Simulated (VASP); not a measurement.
# BeS5 (P6/mmm) in VASP: further runs

Runs on BeS5. Level: PBE. Tasks: single point.

Everything below comes from runs of VASP 6.6.1. Logs are shortened: lines on timing, memory, paths and dates and some standing lists are left out, and cuts for length are marked.

## Step 1: The cell of the first run

It takes space group P6/mmm (No. 191, hexagonal). Conventional cell: a = 5.393 Å, b = 5.393 Å, c = 4.532 Å, α = 90.00°, β = 90.00°, γ = 120.00°. Within 3.0 Å of Be (site symmetry 6/mmm) lie 2 S at 2.27 Å. Within 2.5 Å of S (site symmetry 3m) lie 1 S at 1.90 Å. Within 3.0 Å of S (site symmetry 6/mmm) lie 2 Be at 2.27 Å.

## Step 2: Single point, PBE

INCAR

```
SYSTEM = BeS5
ALGO     = Normal         ! electronic algorithm
EDIFF    = 1E-6           ! SCF threshold, eV
ENCUT    = 520            ! plane-wave cutoff, eV
GGA      = PE             ! functional
ISIF     = 2              ! what is computed and relaxed
ISMEAR   = 0              ! smearing method
LASPH    = .True.         ! aspherical terms in the spheres
LCHARG   = .False.        ! write CHGCAR
LREAL    = .False.        ! projectors in reciprocal space
LWAVE    = .False.        ! write WAVECAR
NBANDS   = 25             ! bands
NELM     = 60             ! most SCF steps
PREC     = Accurate       ! precision mode
SIGMA    = 0.1            ! smearing width, eV
```

KPOINTS

```
k-points
0
Gamma
  6 6 4
  0 0 0
```

POSCAR

```
BeS5
1.0
    5.3925577762      0.0000000029      0.0000000000
   -2.6962788906      4.6700920242      0.0000000000
    0.0000000000      0.0000000000      4.5318276635
Be S
1 5
Direct
    0.0000000000      0.0000000000      0.5000000000
    0.3333333333      0.6666666667      0.2899288042
    0.6666666667      0.3333333333      0.2899288042
    0.6666666667      0.3333333333      0.7100711958
    0.3333333333      0.6666666667      0.7100711958
    0.0000000000      0.0000000000      0.0000000000
```

Potentials or basis: VASP PAW PBE potentials, release 64 (Be, S).

Started as:

```
cat potpaw_PBE.64/Be/POTCAR potpaw_PBE.64/S/POTCAR > POTCAR
mpirun -np 1 vasp_std > vasp.out
```

OUTCAR:

```text
SYSTEM = BeS5
   EDIFF = 1E-6
   ENCUT = 520
   GGA = PE
   ISIF = 2
   ISMEAR = 0
   LASPH = .True.
   LREAL = .False.
   NELM = 60
   PREC = Accurate

 ion  position               nearest neighbor table
   1  0.000  0.000  0.500-   6 2.27   6 2.27
   2  0.333  0.667  0.290-   5 1.90   5 2.63
   3  0.667  0.333  0.290-   4 1.90   4 2.63
   4  0.667  0.333  0.710-   3 1.90   3 2.63
   5  0.333  0.667  0.710-   2 1.90   2 2.63
   6  0.000  0.000  0.000-   1 2.27   1 2.27

  LATTYP: Found a hexagonal cell.
 ALAT       =     5.3925577762
 C/A-ratio  =     0.8403855557

  Lattice vectors:

 A1 = (   5.3925577762,   0.0000000029,   0.0000000000)
 A2 = (  -2.6962788906,   4.6700920242,   0.0000000000)
 A3 = (   0.0000000000,   0.0000000000,   4.5318276635)

Analysis of symmetry for initial positions (statically):
=====================================================================
 Subroutine PRICEL returns:
 Original cell was already a primitive cell.

 Routine SETGRP: Setting up the symmetry group for a
 hexagonal supercell.

 Subroutine GETGRP returns: Found 24 space group operations
 (whereof 24 operations were pure point group operations)
 out of a pool of 24 trial point group operations.

The static configuration has the point symmetry D_6h.

Analysis of symmetry for dynamics (positions and initial velocities):
=====================================================================
 Subroutine PRICEL returns:
 Original cell was already a primitive cell.

 Routine SETGRP: Setting up the symmetry group for a
 hexagonal supercell.

 Subroutine GETGRP returns: Found 24 space group operations
 (whereof 24 operations were pure point group operations)
 out of a pool of 24 trial point group operations.

The dynamic configuration has the point symmetry D_6h.

 Subroutine INISYM returns: Found 24 space group operations
 (whereof 24 operations are pure point group operations),
 and found     1 'primitive' translations

----------------------------------------------------------------------------------------

                                     Primitive cell

  volume of cell :     114.1284

  direct lattice vectors                    reciprocal lattice vectors
     5.392557776  0.000000003  0.000000000     0.185440758  0.107064271  0.000000000
    -2.696278891  4.670092024  0.000000000    -0.000000000  0.214128543  0.000000000
     0.000000000  0.000000000  4.531827663     0.000000000  0.000000000  0.220661524

  length of vectors
     5.392557776  5.392557776  4.531827663     0.214128543  0.214128543  0.220661524

  position of ions in fractional coordinates (direct lattice)
     0.000000000  0.000000000  0.500000000
     0.333333333  0.666666667  0.289928804
     0.666666667  0.333333333  0.289928804
     0.666666667  0.333333333  0.710071196
     0.333333333  0.666666667  0.710071196
     0.000000000  0.000000000  0.000000000

  ion indices of the primitive-cell ions
   primitive index   ion index
                 1           1
                 2           2
                 3           3
                 4           4
                 5           5
                 6           6

----------------------------------------------------------------------------------------

 KPOINTS: k-points

Automatic generation of k-mesh.
 Grid dimensions read from file:
 generate k-points for:    6    6    4

 Generating k-lattice:

  Cartesian coordinates                     Fractional coordinates (reciprocal lattice)
     0.030906793  0.017844045  0.000000000     0.166666667 -0.000000000  0.000000000
    -0.000000000  0.035688090  0.000000000     0.000000000  0.166666667  0.000000000
     0.000000000  0.000000000  0.055165381     0.000000000  0.000000000  0.250000000

  Length of vectors
     0.035688090  0.035688090  0.055165381

  Shift w.r.t. Gamma in fractional coordinates (k-lattice)
     0.000000000  0.000000000  0.000000000

 Subroutine IBZKPT returns following result:
 ===========================================

 Found     21 irreducible k-points:

 Following reciprocal coordinates:
            Coordinates               Weight
  0.000000  0.000000  0.000000      1.000000
  0.166667  0.000000  0.000000      6.000000
  0.333333 -0.000000  0.000000      6.000000
  0.500000 -0.000000  0.000000      3.000000
  0.166667  0.166667  0.000000      6.000000
  0.333333  0.166667  0.000000     12.000000
[... 13 lines left out ...]
  0.333333  0.166667  0.500000     12.000000
  0.333333  0.333333  0.500000      2.000000
   k-points           NKPTS =     21   k-points in BZ     NKDIM =     21   number of bands    NBANDS=     25
   number of dos      NEDOS =    301   number of ions     NIONS =      6
   total plane-waves  NPLWV =  57600
   dimension x,y,z NGX =    40 NGY =   40 NGZ =   36
   dimension x,y,z NGXF=    80 NGYF=   80 NGZF=   72
   ions per type =               1   5
   NGX,Y,Z   is equivalent  to a cutoff of  12.33, 12.33, 13.21 a.u.
   NGXF,Y,Z  is equivalent  to a cutoff of  24.66, 24.66, 26.41 a.u.
 SYSTEM =  BeS5
   PREC   = accura    normal or accurate (medium, high low for compatibility)
   ISTART =      0    job   : 0-new  1-cont  2-samecut
   ICHARG =      2    charge: 1-file 2-atom 10-const
   ISPIN  =      1    spin polarized calculation?
   LNONCOLLINEAR =      F non collinear calculations
   LSORBIT =      F    spin-orbit coupling
   LASPH  =      T    aspherical Exc in radial PAW
   ENCUT  =  520.0 eV  38.22 Ry    6.18 a.u.  10.03 10.03  8.43*2*pi/ulx,y,z
   NELM   =     60;   NELMIN=  2; NELMDL= -5     # of ELM steps
   EDIFF  = 0.1E-05   stopping-criterion for ELM
   LREAL  =      F    real-space projection
   EDIFFG = 0.1E-04   stopping-criterion for IOM
   NSW    =      0    number of steps for IOM
   IBRION =     -1    ionic relax: 0-MD 1-quasi-New 2-CG
   NFREE  =      0    steps in history (QN), initial steepest desc. (CG)
   ISIF   =      2    stress and relaxation
   ISYM   =      2    0-nonsym 1-usesym 2-fastsym
   POTIM  = 0.5000    time-step for ionic-motion
   TEBEG  =    0.0;   TEEND  =   0.0 temperature during run
   PSTRESS=    0.0 pullay stress
   NELECT =      32.0000    total number of electrons
   NUPDOWN=      -1.0000    fix difference up-down
   EMIN   =  10.00;   EMAX   =-10.00  energy-range for DOS
   EFERMI =   0.00;   METHOD = LEGACY
   ISMEAR =     0;   SIGMA  =   0.10  broadening in eV -4-tet -1-fermi 0-gaus
   EFERMI_NEDOS =   21; number of points for ismear=-14 and -15
   IALGO  =     38    algorithm
   IMIX   =      4    mixing-type and parameters
     AMIX     =   0.40;   BMIX     =  1.00
     AMIX_MAG =   1.60;   BMIX_MAG =  1.00
  volume/ion in A,a.u.               =      19.02       128.36
  Fermi-wavevector in a.u.,A,eV,Ry     =   1.071504  2.024848 15.621119  1.148120
  Thomas-Fermi vector in A             =   2.207246
   LORBIT       =      0    0 simple, 1 ext, 2 COOP (PROOUT), +10 PAW based schemes
   GGA     = PE    functional components
   LHFCALC =     F    Hartree Fock is set to
   AEXX    =    0.0000 exact exchange contribution
   IVDW    =     0    specifies the selected vdW correction
   LEPSILON=     F    determine dielectric tensor
   LRPA    =     F    only Hartree local field effects (RPA)
 non-spin polarized calculation
 Gauss-broadening in eV      SIGMA  =   0.10
  energy-cutoff  :      520.00
  volume of cell :      114.13
 maximum number of plane-waves:      3102
   NGX = 21   NGY = 21   NGZ = 17

 number of electron      31.9999998 magnetization

 Free energy of the ion-electron system (eV)
  ---------------------------------------------------
  ext. energy  EPLUGINS =         0.00000000
  ---------------------------------------------------
  free energy    TOTEN  =       -21.21250476 eV

  energy without entropy =      -21.20276415  energy(sigma->0) =      -21.20763445

 E-fermi :   4.7411     XC(G=0):  -9.6196

 val. band max:        4.6906152393   @ k =   0.5000  -0.0000   0.5000
 cond. band min:       4.7649530023   @ k =   0.5000  -0.0000   0.0000
 fundamental gap:      0.0743377629
 Fermi energy:         4.7410592174

 k-point     1 :       0.0000    0.0000    0.0000
  band No.  band energies     occupation
      1     -12.1105      2.00000
      2     -10.9105      2.00000
      3      -7.2664      2.00000
      4      -5.5008      2.00000
      5      -4.0559      2.00000
      6      -2.5661      2.00000
[... 17 lines left out ...]
     24      11.9652      0.00000
     25      12.5507      0.00000

 k-point     2 :       0.1667    0.0000    0.0000
  band No.  band energies     occupation
      1     -12.0436      2.00000
      2     -10.9893      2.00000
      3      -7.2959      2.00000
      4      -5.4244      2.00000
      5      -4.1575      2.00000
      6      -2.5695      2.00000
[... 17 lines left out ...]
     24      12.5289      0.00000
     25      12.5441      0.00000

 k-point     3 :       0.3333   -0.0000    0.0000
  band No.  band energies     occupation
      1     -11.8679      2.00000
      2     -11.1873      2.00000
      3      -7.3622      2.00000
      4      -5.2220      2.00000
      5      -4.4076      2.00000
      6      -2.5513      2.00000
[... 17 lines left out ...]
     24      11.7305      0.00000
     25      12.6424      0.00000

 k-point     4 :       0.5000   -0.0000    0.0000
  band No.  band energies     occupation
      1     -11.7216      2.00000
      2     -11.3440      2.00000
      3      -7.3986      2.00000
      4      -5.0513      2.00000
      5      -4.6008      2.00000
      6      -2.5184      2.00000
[... 17 lines left out ...]
     24      11.6683      0.00000
     25      12.8478      0.00000
[... 393 lines left out ...]
 k-point    19 :       0.1667    0.1667    0.5000
  band No.  band energies     occupation
      1     -11.4711      2.00000
      2     -10.7377      2.00000
      3      -7.9821      2.00000
      4      -6.7762      2.00000
      5      -6.5765      2.00000
      6      -1.3506      2.00000
[... 17 lines left out ...]
     24       9.4359      0.00000
     25      13.8713      0.00000

 k-point    20 :       0.3333    0.1667    0.5000
  band No.  band energies     occupation
      1     -11.2973      2.00000
      2     -10.9332      2.00000
      3      -7.5983      2.00000
      4      -7.1068      2.00000
      5      -6.7654      2.00000
      6      -1.7405      2.00000
[... 17 lines left out ...]
     24       9.2891      0.00000
     25      12.3741      0.00000

 k-point    21 :       0.3333    0.3333    0.5000
  band No.  band energies     occupation
      1     -11.1187      2.00000
      2     -11.1187      2.00000
      3      -7.3239      2.00000
      4      -7.1004      2.00000
      5      -7.1004      2.00000
      6      -1.9451      2.00000
[... 17 lines left out ...]
     24       9.2205      0.00000
     25      12.2885      0.00000

------------------------ aborting loop because EDIFF is reached ----------------------------------------

  FORCE on cell =-STRESS in cart. coord.  units (eV):
  Direction    XX          YY          ZZ          XY          YZ          ZX
  --------------------------------------------------------------------------------------
  -------------------------------------------------------------------------------------
  Total       -0.0590809     -0.0590809     -0.8662982     -0.0000000     -0.0000000     -0.0000000
  in kB       -0.8293994     -0.8293994    -12.1614225     -0.0000000     -0.0000000     -0.0000000
  external PRESSURE =      -4.6067404 kB  Pullay stress =       0.0000000 kB

 VOLUME and BASIS-vectors are now :
 -----------------------------------------------------------------------------
  energy-cutoff  :      520.00
  volume of cell :      114.13
      direct lattice vectors                 reciprocal lattice vectors
     5.392557776  0.000000003  0.000000000     0.185440758  0.107064271  0.000000000
    -2.696278891  4.670092024  0.000000000    -0.000000000  0.214128543  0.000000000
     0.000000000  0.000000000  4.531827663     0.000000000  0.000000000  0.220661524

 POSITION                                       TOTAL-FORCE (eV/Angst)
 -----------------------------------------------------------------------------------
      0.00000      0.00000      2.26591        -0.000000     -0.000000     -0.000000
     -0.00000      3.11339      1.31391        -0.000000      0.000000      0.258963
      2.69628      1.55670      1.31391         0.000000      0.000000      0.258963
      2.69628      1.55670      3.21792         0.000000     -0.000000     -0.258963
     -0.00000      3.11339      3.21792        -0.000000      0.000000     -0.258963
      0.00000      0.00000      0.00000        -0.000000     -0.000000     -0.000000
 -----------------------------------------------------------------------------------
    total drift:                                0.000000     -0.000000      0.000000

  FREE ENERGIE OF THE ION-ELECTRON SYSTEM (eV)
  ---------------------------------------------------
  free  energy   TOTEN  =       -21.2125047563 eV

  energy  without entropy=      -21.2027641514  energy(sigma->0) =      -21.20763445
```

It took 25 s on 1 thread of Intel Xeon 6975P-C (Granite Rapids), shared host; peak memory 0.23 GiB.

Results:

| Property | Result |
| --- | --- |
| Free energy | -21.2125 eV |
| Pressure | -0.5 GPa |
| Largest force | 0.259 eV/Å |
| Band gap on the k mesh | zero (band 16 reaches 5.06 eV, above the bottom of band 17 at 4.44 eV) |

Forces in eV/Å, atoms in the order of the input:
```
Be   0.000  0.000  0.000
S    0.000  0.000  0.259
S    0.000  0.000  0.259
S    0.000  0.000 -0.259
S    0.000  0.000 -0.259
S    0.000  0.000  0.000
```

## Step 3: Single point, PBE

This run uses another cell than the first one, of 25.49 Å³/atom, 1.340 times its volume.

INCAR

```
SYSTEM = BeS5
PREC     = Accurate       ! precision mode
ENCUT    = 520            ! plane-wave cutoff, eV
EDIFF    = 1E-6           ! SCF threshold, eV
ISMEAR   = 0              ! smearing method
SIGMA    = 0.1            ! smearing width, eV
LREAL    = .False.        ! projectors in reciprocal space
LASPH    = .True.         ! aspherical terms in the spheres
NELM     = 80             ! most SCF steps
ALGO     = Normal         ! electronic algorithm
ISIF     = 2              ! what is computed and relaxed
LWAVE    = .False.        ! write WAVECAR
LCHARG   = .False.        ! write CHGCAR
GGA      = PE             ! functional
NBANDS   = 25             ! bands
```

KPOINTS

```
regular mesh
0
Gamma
  6 6 4
  0 0 0
```

POSCAR

```
BeS5
1.0
    5.4319325900      0.0000000000      0.0000000000
   -2.7159663000      4.7041916200      0.0000000000
    0.0000000000      0.0000000000      5.9858268700
Be S
1 5
Direct
    0.0000000000      0.0000000000      0.5000000000
    0.3333333300      0.6666666700      0.3399557700
    0.6666666700      0.3333333300      0.3399557700
    0.6666666700      0.3333333300      0.6600442300
    0.3333333300      0.6666666700      0.6600442300
    0.0000000000      0.0000000000      0.0000000000
```

Potentials or basis: VASP PAW PBE potentials, release 64 (Be, S).

Started as:

```
cat potpaw_PBE.64/Be/POTCAR potpaw_PBE.64/S/POTCAR > POTCAR
mpirun -np 1 vasp_std > vasp.out
```

It took 42 s on 1 thread of Intel Xeon 6975P-C (Granite Rapids), shared host; peak memory 0.28 GiB.

Results (log left out):

```yaml
Free_energy: -19.2478 eV
Pressure: -5.1 GPa
Largest_force: 0.240 eV/Å
Band_gap_on_the_k_mesh: zero (band 16 reaches 2.32 eV, above the bottom of band 17 at 1.72 eV)
```

Forces in eV/Å, atoms in the order of the input:
```
Be   0.000  0.000  0.000
S    0.000  0.000 -0.240
S    0.000  0.000 -0.240
S    0.000  0.000  0.240
S    0.000  0.000  0.240
S    0.000  0.000  0.000
```

Stress tensor (GPa, compression positive):
```
-3.59  0.00  0.00
 0.00 -3.59  0.00
 0.00  0.00 -8.21
```

Levels at points of the mesh, in eV from the Fermi level:
```tsv
k point	band 12	band 13	band 14	band 15	band 16	band 17	band 18	band 19	band 20	band 21
(0.00, 0.00, 0.00)	-1.55	-1.47	-1.47	-1.10	-0.24	-0.24	0.47	0.47	3.58	3.58
(0.50, 0.00, 0.00)	-2.41	-1.81	-0.41	-0.25	-0.09	0.02	0.38	1.12	2.99	3.24
(0.00, 0.00, 0.50)	-2.43	-1.62	-1.62	-0.91	-0.91	1.16	1.16	1.20	2.22	3.32
(0.50, 0.00, 0.50)	-2.29	-1.63	-1.29	-0.77	0.13	0.52	1.04	1.57	2.87	3.15
```
